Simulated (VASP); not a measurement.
# Ti3N3O in VASP: further runs, part 2 of 2

VASP 6.6.1.

**6. Single point, PBE, collinear spin, ferromagnetic start**

The input, INCAR:

```
SYSTEM = Ti3N3O
  PREC = Accurate
  ENCUT = 520
  EDIFF = 1E-6
  ISMEAR = 0
  SIGMA = 0.1
  LREAL = .False.
  LASPH = .True.
  NELM = 150
  ALGO = Normal
  ISIF = 2
  LWAVE = .False.
  LCHARG = .False.
  ISPIN = 2
  MAGMOM = 0 0 0 0 0 0 2
  LORBIT = 11
  LMAXMIX = 4
  LDIPOL = .True.
  IDIPOL = 3
  DIPOL = 0.5 0.5 0.337
  GGA = PE
  NBANDS = 42
```

The input, KPOINTS:

```
regular mesh
0
Gamma
  9 9 1
  0 0 0
```

The input, POSCAR:

```
Ti3N3O
1.0
    3.0028555065      0.0000000000      0.0000000000
   -1.5014277533      2.6005491526      0.0000000000
    0.0000000000      0.0000000000     23.0541471875
N Ti O
3 3 1
Direct
    0.3333333333      0.6666666667      0.1735045746
    0.0000000000      0.0000000000      0.2798551255
    0.6666666667      0.3333333333      0.3877458571
    0.6666666667      0.3333333333      0.2266798501
    0.3333333333      0.6666666667      0.3342486897
    0.0000000000      0.0000000000      0.4361101326
    0.1666666667      0.0000000000      0.5237299428
```

Potentials or basis: VASP PAW PBE potentials, release 64 (N, Ti_sv, O).

The run is started by

```console
> cat potpaw_PBE.64/N/POTCAR potpaw_PBE.64/Ti_sv/POTCAR potpaw_PBE.64/O/POTCAR > POTCAR
> mpirun -np 1 vasp_std > vasp.out
```

OUTCAR:

```text
SYSTEM = Ti3N3O
   PREC = Accurate
   ENCUT = 520
   EDIFF = 1E-6
   ISMEAR = 0
   LREAL = .False.
   LASPH = .True.
   NELM = 150
   ISIF = 2
   ISPIN = 2
   LORBIT = 11
   GGA = PE

 ion  position               nearest neighbor table
   1  0.333  0.667  0.174-   4 2.12   4 2.12   4 2.12
   2  0.000  0.000  0.280-   4 2.12   4 2.12   4 2.12   5 2.14   5 2.14   5 2.14
   3  0.667  0.333  0.388-   6 2.06   6 2.06   6 2.06   5 2.13   5 2.13   5 2.13
   4  0.667  0.333  0.227-   2 2.12   2 2.12   2 2.12   1 2.12   1 2.12   1 2.12
   5  0.333  0.667  0.334-   3 2.13   3 2.13   3 2.13   2 2.14   2 2.14   2 2.14   6 2.92   6 2.92
                             6 2.92
   6  0.000  0.000  0.436-   3 2.06   3 2.06   3 2.06   7 2.08   5 2.92   5 2.92   5 2.92
   7  0.167  0.000  0.524-   6 2.08

  LATTYP: Found a hexagonal cell.
 ALAT       =     3.0028555065
 C/A-ratio  =     7.6774080996

  Lattice vectors:

 A1 = (   3.0028555065,   0.0000000000,   0.0000000000)
 A2 = (  -1.5014277533,   2.6005491526,   0.0000000000)
 A3 = (   0.0000000000,   0.0000000000,  23.0541471875)

Analysis of symmetry for initial positions (statically):
=====================================================================
 Subroutine PRICEL returns:
 Original cell was already a primitive cell.

 Routine SETGRP: Setting up the symmetry group for a
 hexagonal supercell.

 Subroutine GETGRP returns: Found  1 space group operations
 (whereof  1 operations were pure point group operations)
 out of a pool of 24 trial point group operations.

The static configuration has the point symmetry C_1 .

Analysis of symmetry for dynamics (positions and initial velocities):
=====================================================================
 Subroutine PRICEL returns:
 Original cell was already a primitive cell.

 Routine SETGRP: Setting up the symmetry group for a
 hexagonal supercell.

 Subroutine GETGRP returns: Found  1 space group operations
 (whereof  1 operations were pure point group operations)
[... 1224 lines left out ...]
  band No.  band energies     occupation
      1     -59.4561      1.00000
      2     -59.2427      1.00000
      3     -58.4495      1.00000
      4     -35.9156      1.00000
      5     -35.5151      1.00000
      6     -35.5130      1.00000
[... 1021 lines left out ...]
     39       1.7458      0.00000
     40       2.1864      0.00000

 [... further k-points ...]

 [bands above 40 left out]

------------------------ aborting loop because EDIFF is reached ----------------------------------------

 vacuum level on the upper side and lower side of the slab       (xc-potential included)         0.316        -0.304

  FORCE on cell =-STRESS in cart. coord.  units (eV):
  Direction    XX          YY          ZZ          XY          YZ          ZX
  --------------------------------------------------------------------------------------
  -------------------------------------------------------------------------------------
  Total       -0.3812984      0.0139135    -12.0337000     -0.0041564     -0.1481461     -0.2148530
  in kB       -3.3933369      0.1238226   -107.0930287     -0.0369897     -1.3184153     -1.9120683
  external PRESSURE =     -36.7875143 kB  Pullay stress =       0.0000000 kB

 VOLUME and BASIS-vectors are now :
 -----------------------------------------------------------------------------
  energy-cutoff  :      520.00
  volume of cell :      180.03
      direct lattice vectors                 reciprocal lattice vectors
     3.002855506  0.000000000  0.000000000     0.333016357  0.192267083  0.000000000
    -1.501427753  2.600549153  0.000000000     0.000000000  0.384534166  0.000000000
     0.000000000  0.000000000 23.054147187     0.000000000  0.000000000  0.043376144

 POSITION                                       TOTAL-FORCE (eV/Angst)
 -----------------------------------------------------------------------------------
     -0.00000      1.73370      4.00000         0.009533     -0.008936      4.208242
      0.00000      0.00000      6.45182         0.021971     -0.001953      1.233519
      1.50143      0.86685      8.93915        -0.163942      0.056891     -0.038188
      1.50143      0.86685      5.22591        -0.006068      0.003441     -5.411592
     -0.00000      1.73370      7.70582        -0.081199      0.012533     -0.194563
      0.00000      0.00000     10.05415         0.457509     -0.012578      4.493032
      0.50048      0.00000     12.07415        -0.237805     -0.049400     -4.290450
 -----------------------------------------------------------------------------------
    total drift:                               -0.000028      0.000001      0.000031

  FREE ENERGIE OF THE ION-ELECTRON SYSTEM (eV)
  ---------------------------------------------------
  free  energy   TOTEN  =       -60.2416026591 eV

  energy  without entropy=      -60.2259261416  energy(sigma->0) =      -60.23376440

 vacuum level on the upper side and lower side of the slab         7.026         6.344

 total charge

# of ion       s       p       d       tot
------------------------------------------
    1        1.311   2.200   0.000   3.511
    2        1.251   2.492   0.000   3.743
    3        1.251   2.514   0.000   3.765
    4        2.193   6.225   1.884  10.302
    5        2.181   6.224   1.970  10.375
    6        2.185   6.183   1.966  10.334
    7        1.614   3.070   0.000   4.683
--------------------------------------------------
tot         11.985  28.908   5.820  46.713

 magnetization (x)

# of ion       s       p       d       tot
------------------------------------------
    1        0.006   0.115   0.000   0.120
    2        0.001   0.015   0.000   0.016
    3        0.000   0.008   0.000   0.009
    4        0.002   0.003  -0.036  -0.031
    5        0.001   0.001   0.043   0.044
    6       -0.005  -0.011  -0.173  -0.188
    7        0.008   0.742   0.000   0.750
--------------------------------------------------
tot          0.012   0.872  -0.166   0.718
```

It took 38 min on 1 thread of Oxide Virtual Turin-like, shared host; peak memory 0.65 GiB.

What came out:

| Quantity | Value |
| --- | --- |
| Free energy | -60.2416 eV |
| Largest force | 5.412 eV/Å |
| Net moment | 0.86 μB per cell |
| Site moments | N +0.12, +0.02, +0.01; Ti -0.03, +0.04, -0.19; O +0.75 μB |
| Valence electrons inside the program's atomic spheres | N 3.51, 3.74, 3.77; Ti 10.30, 10.38, 10.33; O 4.68 |

Forces on the atoms (eV/Å):
```
N    0.010 -0.009  4.208
N    0.022 -0.002  1.234
N   -0.164  0.057 -0.038
Ti  -0.006  0.003 -5.412
Ti  -0.081  0.013 -0.195
Ti   0.458 -0.013  4.493
O   -0.238 -0.049 -4.290
```

Levels at points of the mesh, in eV from the Fermi level:
Spin up:
| k point | band 27 | band 28 | band 29 | band 30 | band 31 | band 32 |
| --- | --- | --- | --- | --- | --- | --- |
| (0.00, 0.00, 0.00) | -0.36 | -0.35 | 0.24 | 0.28 | 0.46 | 1.44 |
Spin down:
```tsv
k point	band 26	band 27	band 28	band 29	band 30	band 31
(0.00, 0.00, 0.00)	-0.32	0.06	0.17	0.33	0.68	0.81
```

**7. Overview**

| cell | gap on the mesh (eV) | moment (μB) | largest force (eV/Å) |
| --- | --- | --- | --- |
| as given, atomic positions A | none | 1.32 | 5.46 |
| as given, atomic positions B | none | 1.20 | 5.46 |
| as given, atomic positions C | none | 1.02 | 5.39 |
| as given, atomic positions D | none | 1.16 | 5.50 |
| as given, atomic positions E | none | 0.86 | 5.41 |

Alike in all rows: task single point; level PBE; potentials or basis VASP PAW PBE potentials, release 64 (N, Ti_sv, O); spin collinear, ferromagnetic start; k mesh 9 × 9 × 1; cutoff (eV) 520; smearing gaussian 0.1 eV.

Total energies depend on the potentials used, so only differences within one code and one set of settings carry meaning.
